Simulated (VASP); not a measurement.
Here is a VASP 6.6.1 calculation.

INCAR

```
SYSTEM = CeO2
ALGO = Normal
EDIFF = 1E-7
ENCUT = 520
GGA = PE
ISIF = 2
ISMEAR = 0
LASPH = .TRUE.
LCHARG = .TRUE.
LELF = .TRUE.
LREAL = .FALSE.
LVHAR = .TRUE.
LWAVE = .FALSE.
NBANDS = 19
NELM = 80
PREC = Accurate
SIGMA = 0.05
```

File KPOINTS:

```
k-points
0
G
  12 12 12
  0 0 0
```

Contents of POSCAR:

```
CeO2
1.0
    0.0000000000      2.7867712640      2.7321286902
    2.7321286902      0.0000000000      2.7321286902
    2.7321286902      2.7867712640      0.0000000000
Ce O
1 2
Direct
    0.0000000000      0.0000000000      0.0000000000
    0.2500000000      0.2500000000      0.2500000000
    0.7500000000      0.7500000000      0.7500000000
```

Potentials or basis: VASP PAW PBE potentials, release 64 (Ce, O).

Command:

```console
$ cat potpaw_PBE.64/Ce/POTCAR potpaw_PBE.64/O/POTCAR > POTCAR
$ mpirun -np 1 vasp_std > vasp.out
```

(1) Predict the band gap on the k mesh.

(2) What does it give for the pressure?

Answers

(1) 1.79 eV (least direct gap 1.89 eV).

(2) -3.4 GPa.

Caveat: the cell stands under tension; spin-orbit coupling is left out, which moves the levels of the heavy elements; semilocal functionals describe open f shells poorly, which spoils levels, moments and volumes.
